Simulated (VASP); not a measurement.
# Be12B in VASP: single point with PBEsol

Aim: the single point of Be12B with PBEsol.

All numbers are computed with VASP 6.6.1; they aren't measurements. Logs are shortened: lines on timing, memory, paths and dates and some standing lists are left out, and cuts for length are marked.

**1. The cell of the first run**

The cell holds a slab with vacuum, 13 atoms: a = 4.580 Å, b = 4.580 Å, c = 14.588 Å, α = 90.00°, β = 90.00°, γ = 60.00°.

**2. Single point, PBEsol**

INCAR

```
ALGO     = Normal         # electronic algorithm
EDIFF    = 1E-7           # SCF threshold, eV
ENCUT    = 520            # plane-wave cutoff, eV
GGA      = PS             # functional
ISIF     = 2              # what is computed and relaxed
ISMEAR   = 0              # smearing method
LASPH    = True           # aspherical terms in the spheres
LCHARG   = True           # write CHGCAR
LELF     = True           # ELF
LREAL    = False          # projectors in reciprocal space
LVHAR    = True         
LWAVE    = False          # write WAVECAR
NBANDS   = 26             # bands
NELM     = 60             # most SCF steps
PREC     = Accurate       # precision mode
SIGMA    = 0.1            # smearing width, eV
```

KPOINTS

```
k-points
0
Gamma
  5 5 1
```

POSCAR

```
Be12B
1.0
    4.5800000000      0.0000000000      0.0000000000
    2.2900000000      3.9663960000      0.0000000000
    0.0000000000      0.0000000000     14.5884300000
Be B
12 1
Direct
    0.0000000000      0.0000000000      0.0685475000
    0.5000000000      0.0000000000      0.0685475000
    0.0000000000      0.5000000000      0.0685475000
    0.5000000000      0.5000000000      0.0685475000
   -0.1658485669      0.3249443156      0.1957056878
    0.3373301119      0.3369484120      0.1938267940
   -0.1701441694      0.8296794223      0.1941314338
    0.3249719938      0.8341439197      0.1957714102
   -0.0211761406     -0.0214156820      0.3335562024
    0.4765638721      0.0347002989      0.3129489891
    0.0349531578      0.4763958418      0.3127953540
    0.5265116981      0.5267827889      0.3342283561
    0.7570601694      0.7562654237      0.3930996077
```

Potentials or basis: VASP PAW PBE potentials, release 64 (Be, B).

Started as:

```sh
$ cat potpaw_PBE.64/Be/POTCAR potpaw_PBE.64/B/POTCAR > POTCAR
$ mpirun -np 1 vasp_std > vasp.out
```

OUTCAR:

```text
EDIFF = 1E-7
   ENCUT = 520
   GGA = PS
   ISIF = 2
   ISMEAR = 0
   LASPH = True
   LREAL = False
   NELM = 60
   PREC = Accurate

 ion  position               nearest neighbor table
   1  0.000  0.000  0.069-   5 2.26   8 2.26   7 2.28   3 2.29   3 2.29   4 2.29   4 2.29   2 2.29
                             2 2.29
   2  0.500  0.000  0.069-   7 2.25   6 2.26   4 2.29   3 2.29   4 2.29   3 2.29   1 2.29   1 2.29
                             8 2.30
   3  0.000  0.500  0.069-   7 2.25   6 2.27   1 2.29   1 2.29   2 2.29   2 2.29   4 2.29   4 2.29
                             5 2.30
   4  0.500  0.500  0.069-   6 2.24   5 2.28   8 2.28   2 2.29   1 2.29   2 2.29   1 2.29   3 2.29
                             3 2.29
   5  0.834  0.325  0.196-  11 2.21   8 2.25   6 2.25   1 2.26   7 2.28   4 2.28   3 2.30   7 2.30
                             8 2.33   6 2.33  12 2.37
   6  0.337  0.337  0.194-  11 2.11  10 2.11   4 2.24   5 2.25   8 2.25   2 2.26   3 2.27   7 2.29
                             7 2.29   8 2.33   5 2.33
   7  0.830  0.830  0.194-  11 2.23  10 2.23   3 2.25   2 2.25   1 2.28   8 2.28   5 2.28   6 2.29
                             6 2.29   5 2.30   8 2.30   9 2.35
   8  0.325  0.834  0.196-  10 2.21   5 2.25   6 2.25   1 2.26   7 2.28   4 2.28   2 2.30   7 2.30
                             6 2.33   5 2.33  12 2.37
   9  0.979  0.979  0.334-  13 1.96  11 2.20  10 2.20  12 2.32  12 2.32   7 2.35
  10  0.477  0.035  0.313-  13 1.73  11 2.02   6 2.11   9 2.20   8 2.21   7 2.23  12 2.24
  11  0.035  0.476  0.313-  13 1.73  10 2.02   6 2.11   9 2.20   5 2.21   7 2.23  12 2.24
  12  0.527  0.527  0.334-  13 2.02  10 2.24  11 2.24   9 2.32   9 2.32   8 2.37   5 2.37
  13  0.757  0.756  0.393-  11 1.73  10 1.73   9 1.96  12 2.02

  LATTYP: Found a hexagonal cell.
 ALAT       =     4.5799996975
 C/A-ratio  =     3.1852469353

  Lattice vectors:

 A1 = (  -2.2900000000,  -3.9663960000,   0.0000000000)
 A2 = (   4.5800000000,   0.0000000000,   0.0000000000)
 A3 = (   0.0000000000,   0.0000000000,  14.5884300000)

Analysis of symmetry for initial positions (statically):
=====================================================================
 Subroutine PRICEL returns:
 Original cell was already a primitive cell.

 Routine SETGRP: Setting up the symmetry group for a
 hexagonal supercell.

 Subroutine GETGRP returns: Found  1 space group operations
 (whereof  1 operations were pure point group operations)
 out of a pool of 24 trial point group operations.

The static configuration has the point symmetry C_1 .

Analysis of symmetry for dynamics (positions and initial velocities):
=====================================================================
 Subroutine PRICEL returns:
 Original cell was already a primitive cell.

 Routine SETGRP: Setting up the symmetry group for a
 hexagonal supercell.

 Subroutine GETGRP returns: Found  1 space group operations
 (whereof  1 operations were pure point group operations)
 out of a pool of 24 trial point group operations.

The dynamic configuration has the point symmetry C_1 .

 Subroutine INISYM returns: Found  1 space group operations
 (whereof  1 operations are pure point group operations),
 and found     1 'primitive' translations

----------------------------------------------------------------------------------------

                                     Primitive cell

  volume of cell :     265.0148

  direct lattice vectors                    reciprocal lattice vectors
     4.580000000  0.000000000  0.000000000     0.218340611 -0.126059022  0.000000000
     2.290000000  3.966396000  0.000000000     0.000000000  0.252118044  0.000000000
     0.000000000  0.000000000 14.588430000     0.000000000  0.000000000  0.068547472

  length of vectors
     4.580000000  4.579999697 14.588430000     0.252118027  0.252118044  0.068547472

  position of ions in fractional coordinates (direct lattice)
     0.000000000  0.000000000  0.068547500
     0.500000000  0.000000000  0.068547500
     1.000000000  0.500000000  0.068547500
     0.500000000  0.500000000  0.068547500
     0.834151433  0.324944316  0.195705688
     0.337330112  0.336948412  0.193826794
     0.829855831  0.829679422  0.194131434
[... 36 lines left out ...]
     0.000000000  0.000000000  0.068547472     0.000000000  0.000000000  1.000000000

  Length of vectors
     0.050423605  0.050423609  0.068547472

  Shift w.r.t. Gamma in fractional coordinates (k-lattice)
     0.000000000  0.000000000  0.000000000

 Subroutine IBZKPT returns following result:
 ===========================================

 Found     13 irreducible k-points:

 Following reciprocal coordinates:
            Coordinates               Weight
  0.000000  0.000000  0.000000      1.000000
  0.200000  0.000000  0.000000      2.000000
  0.200000  0.200000  0.000000      2.000000
  0.000000  0.200000  0.000000      2.000000
  0.400000  0.000000  0.000000      2.000000
  0.400000  0.400000  0.000000      2.000000
  0.000000  0.400000  0.000000      2.000000
  0.400000  0.200000  0.000000      2.000000
  0.200000  0.400000  0.000000      2.000000
 -0.200000  0.200000  0.000000      2.000000
 -0.400000  0.200000  0.000000      2.000000
  0.400000 -0.400000  0.000000      2.000000
 -0.200000  0.400000  0.000000      2.000000
   k-points           NKPTS =     13   k-points in BZ     NKDIM =     13   number of bands    NBANDS=     26
   number of dos      NEDOS =    301   number of ions     NIONS =     13
   total plane-waves  NPLWV = 139968
   dimension x,y,z NGX =    36 NGY =   36 NGZ =  108
   dimension x,y,z NGXF=    72 NGYF=   72 NGZF=  216
   ions per type =              12   1
   NGX,Y,Z   is equivalent  to a cutoff of  13.07, 13.07, 12.31 a.u.
   NGXF,Y,Z  is equivalent  to a cutoff of  26.13, 26.13, 24.61 a.u.
 SYSTEM =  unknown system
   PREC   = accura    normal or accurate (medium, high low for compatibility)
   ISTART =      0    job   : 0-new  1-cont  2-samecut
   ICHARG =      2    charge: 1-file 2-atom 10-const
   ISPIN  =      1    spin polarized calculation?
   LNONCOLLINEAR =      F non collinear calculations
   LSORBIT =      F    spin-orbit coupling
   LASPH  =      T    aspherical Exc in radial PAW
   ENCUT  =  520.0 eV  38.22 Ry    6.18 a.u.   8.52  8.52 27.12*2*pi/ulx,y,z
   NELM   =     60;   NELMIN=  2; NELMDL= -5     # of ELM steps
   EDIFF  = 0.1E-06   stopping-criterion for ELM
   LREAL  =      F    real-space projection
   EDIFFG = 0.1E-05   stopping-criterion for IOM
   NSW    =      0    number of steps for IOM
   IBRION =     -1    ionic relax: 0-MD 1-quasi-New 2-CG
   NFREE  =      0    steps in history (QN), initial steepest desc. (CG)
   ISIF   =      2    stress and relaxation
   ISYM   =      2    0-nonsym 1-usesym 2-fastsym
   POTIM  = 0.5000    time-step for ionic-motion
   TEBEG  =    0.0;   TEEND  =   0.0 temperature during run
   PSTRESS=    0.0 pullay stress
   NELECT =      27.0000    total number of electrons
   NUPDOWN=      -1.0000    fix difference up-down
   EMIN   =  10.00;   EMAX   =-10.00  energy-range for DOS
   EFERMI =   0.00;   METHOD = LEGACY
   ISMEAR =     0;   SIGMA  =   0.10  broadening in eV -4-tet -1-fermi 0-gaus
   EFERMI_NEDOS =   21; number of points for ismear=-14 and -15
   IALGO  =     38    algorithm
   IMIX   =      4    mixing-type and parameters
     AMIX     =   0.40;   BMIX     =  1.00
     AMIX_MAG =   1.60;   BMIX_MAG =  1.00
  volume/ion in A,a.u.               =      20.39       137.57
  Fermi-wavevector in a.u.,A,eV,Ry     =   0.764609  1.444901  7.954331  0.584627
  Thomas-Fermi vector in A             =   1.864548
   LORBIT       =      0    0 simple, 1 ext, 2 COOP (PROOUT), +10 PAW based schemes
   GGA     = PS    functional components
   LHFCALC =     F    Hartree Fock is set to
   AEXX    =    0.0000 exact exchange contribution
   IVDW    =     0    specifies the selected vdW correction
   LEPSILON=     F    determine dielectric tensor
   LRPA    =     F    only Hartree local field effects (RPA)
 non-spin polarized calculation
 Gauss-broadening in eV      SIGMA  =   0.10
  energy-cutoff  :      520.00
  volume of cell :      265.01
 maximum number of plane-waves:      7171
 NGX is ok and might be reduce to    36
   NGX = 17   NGY = 17   NGZ = 55

 number of electron      27.0000000 magnetization

 Free energy of the ion-electron system (eV)
  ---------------------------------------------------
  ext. energy  EPLUGINS =         0.00000000
  ---------------------------------------------------
  free energy    TOTEN  =       -48.21613277 eV

  energy without entropy =      -48.20159531  energy(sigma->0) =      -48.20886404

 E-fermi :  -0.5780     XC(G=0):  -5.5520

 val. band max:       -0.5817425931   @ k =  -0.2000   0.2000   0.0000
 cond. band min:      -0.5773837488   @ k =   0.4000   0.4000   0.0000
 fundamental gap:      0.0043588443
 Fermi energy:        -0.5780358360

 k-point     1 :       0.0000    0.0000    0.0000
  band No.  band energies     occupation
      1     -10.6568      2.00000
      2      -9.0332      2.00000
      3      -6.6836      2.00000
      4      -4.4738      2.00000
      5      -4.3179      2.00000
      6      -4.1930      2.00000
[... 353 lines left out ...]
     24       5.6150      0.00000
     25       5.7806      0.00000
 [bands above 25 left out]

------------------------ aborting loop because EDIFF is reached ----------------------------------------

  FORCE on cell =-STRESS in cart. coord.  units (eV):
  Direction    XX          YY          ZZ          XY          YZ          ZX
  --------------------------------------------------------------------------------------
  -------------------------------------------------------------------------------------
  Total      -10.3595945     -4.4107176      0.1572700     -5.1500302      0.0155358      0.0157162
  in kB      -62.6301187    -26.6655002      0.9507940    -31.1350991      0.0939236      0.0950140
  external PRESSURE =     -29.4482750 kB  Pullay stress =       0.0000000 kB

 VOLUME and BASIS-vectors are now :
 -----------------------------------------------------------------------------
  energy-cutoff  :      520.00
  volume of cell :      265.01
      direct lattice vectors                 reciprocal lattice vectors
     4.580000000  0.000000000  0.000000000     0.218340611 -0.126059022  0.000000000
     2.290000000  3.966396000  0.000000000     0.000000000  0.252118044  0.000000000
     0.000000000  0.000000000 14.588430000     0.000000000  0.000000000  0.068547472

 POSITION                                       TOTAL-FORCE (eV/Angst)
 -----------------------------------------------------------------------------------
      0.00000      0.00000      1.00000         0.045872      0.025055      0.029839
      2.29000      0.00000      1.00000        -0.063144      0.059923     -0.017570
      1.14500      1.98320      1.00000         0.022207     -0.085729     -0.019269
      3.43500      1.98320      1.00000        -0.005711     -0.002798     -0.028061
      4.56454      1.28886      2.85504        -0.000631      0.000005      0.000891
      2.31658      1.33647      2.82763         0.000200      0.002994     -0.002545
      5.70071      3.29084      2.83207        -0.006137     -0.001631      0.006369
      3.39856      3.30855      2.85600        -0.000676     -0.001327      0.000055
      6.72397      3.88145      4.86606         0.016076      0.014078     -0.001776
      2.26213      0.13764      4.56543        -0.006344      0.016634     -0.002417
      1.25103      1.88957      4.56319         0.009467     -0.016273     -0.002297
      3.61776      2.08943      4.87587        -0.010013     -0.013343     -0.001618
      5.19918      2.99965      5.73471        -0.001167      0.002411      0.038399
 -----------------------------------------------------------------------------------
    total drift:                               -0.000000     -0.000001     -0.000053

  FREE ENERGIE OF THE ION-ELECTRON SYSTEM (eV)
  ---------------------------------------------------
  free  energy   TOTEN  =       -48.2161327673 eV

  energy  without entropy=      -48.2015953147  energy(sigma->0) =      -48.20886404
```

Run time: 2.4 min. Hardware: 1 thread of Intel Xeon Platinum 8259CL at 2.50GHz (Skylake/Cascade Lake), shared host; peak memory 0.39 GiB.

What came out:

| Property | Result |
| --- | --- |
| Free energy | -48.2161 eV |
| Largest force | 0.091 eV/Å |
| Band gap on the k mesh | zero (an odd number of electrons rules out a gap without spin polarisation) |

Forces in eV/Å, atoms in the order of the input:
```
Be   0.046  0.025  0.030
Be  -0.063  0.060 -0.018
Be   0.022 -0.086 -0.019
Be  -0.006 -0.003 -0.028
Be  -0.001  0.000  0.001
Be   0.000  0.003 -0.003
Be  -0.006 -0.002  0.006
Be  -0.001 -0.001  0.000
Be   0.016  0.014 -0.002
Be  -0.006  0.017 -0.002
Be   0.009 -0.016 -0.002
Be  -0.010 -0.013 -0.002
B   -0.001  0.002  0.038
```

Levels at points of the mesh, in eV from the Fermi level:
| k point | band 11 | band 12 | band 13 | band 14 | band 15 | band 16 | band 17 | band 18 |
| --- | --- | --- | --- | --- | --- | --- | --- | --- |
| (0.00, 0.00, 0.00) | -1.84 | -1.84 | -1.80 | -0.91 | 0.69 | 0.82 | 1.88 | 2.71 |

Caveat: there is no dipole correction, which matters where the two faces differ; the PAW data sets were made with another functional, which shifts forces and pressure a little.
